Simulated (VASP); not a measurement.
Input of a VASP 6.6.1 run:

File POSCAR:

```
NaCl
1.0
    0.0000000000      2.8307258136      2.8307258136
    2.8307258136      0.0000000000      2.8307258136
    2.8307258136      2.8307258136      0.0000000000
Na Cl
1 1
Direct
    0.0000000000      0.0000000000      0.0000000000
    0.5000000000      0.5000000000      0.5000000000
```

File INCAR.step1:

```
PREC     = Accurate       # precision mode
ENCUT    = 500            # plane-wave cutoff, eV
EDIFF    = 1E-8           # SCF threshold, eV
ISMEAR   = 0              # smearing method
SIGMA    = 0.01           # smearing width, eV
LREAL    = F              # projectors in reciprocal space
LASPH    = T              # aspherical terms in the spheres
NELM     = 60             # most SCF steps
ALGO     = Normal         # electronic algorithm
LWAVE    = T              # write WAVECAR
LCHARG   = F              # write CHGCAR
GGA      = PE             # functional
```

The input INCAR.step2:

```
PREC     = Accurate       # precision mode
ENCUT    = 500            # plane-wave cutoff, eV
EDIFF    = 1E-8           # SCF threshold, eV
ISMEAR   = 0              # smearing method
SIGMA    = 0.01           # smearing width, eV
LREAL    = F              # projectors in reciprocal space
LASPH    = T              # aspherical terms in the spheres
NELM     = 1              # most SCF steps
ALGO     = Exact          # electronic algorithm
LWAVE    = T              # write WAVECAR
LCHARG   = F              # write CHGCAR
GGA      = PE             # functional
NBANDS   = 197            # bands
LOPTICS  = T              # frequency-dependent dielectric function
ISTART   = 1
```

Contents of INCAR.step3:

```
PREC     = Accurate       # precision mode
ENCUT    = 500            # plane-wave cutoff, eV
EDIFF    = 1E-8           # SCF threshold, eV
ISMEAR   = 0              # smearing method
SIGMA    = 0.01           # smearing width, eV
LREAL    = F              # projectors in reciprocal space
LASPH    = T              # aspherical terms in the spheres
ALGO     = EVGW0          # electronic algorithm
LWAVE    = F              # write WAVECAR
LCHARG   = F              # write CHGCAR
GGA      = PE             # functional
NELMGW   = 1            
NBANDS   = 197            # bands
ENCUTGW  = 150.0          # cutoff of the response function
NOMEGA   = 96             # frequency points
PRECFOCK = Fast         
ISTART   = 1            
NBANDSGW = 16           
OMEGAMAX = 20
```

The input KPOINTS:

```
regular mesh
0
Gamma
  4 4 4
```

Potentials or basis: VASP PAW PBE potentials, release 64 (Na_sv_GW, Cl_GW).

Launch:

```console
$ cat potpaw_PBE.64/Na_sv_GW/POTCAR potpaw_PBE.64/Cl_GW/POTCAR > POTCAR
$ cp INCAR.step1 INCAR
$ mpirun -np 1 vasp_std > vasp.out
$ cp INCAR.step2 INCAR
$ mpirun -np 1 vasp_std > vasp.out
$ cp INCAR.step3 INCAR
$ mpirun -np 1 vasp_std > vasp.out
```

Task: Estimate the quasiparticle gap.

Result: 7.94 eV.

Task: What does it give for the least direct quasiparticle gap?

Result: 7.94 eV.

Task: Estimate the band gap of the starting levels on the mesh.

Result: 5.07 eV.

Caveat: the k points lie up to 0.48 Å⁻¹ apart; bands, screening cutoff and mesh are small and nothing is extrapolated, so the quasiparticle values aren't converged.
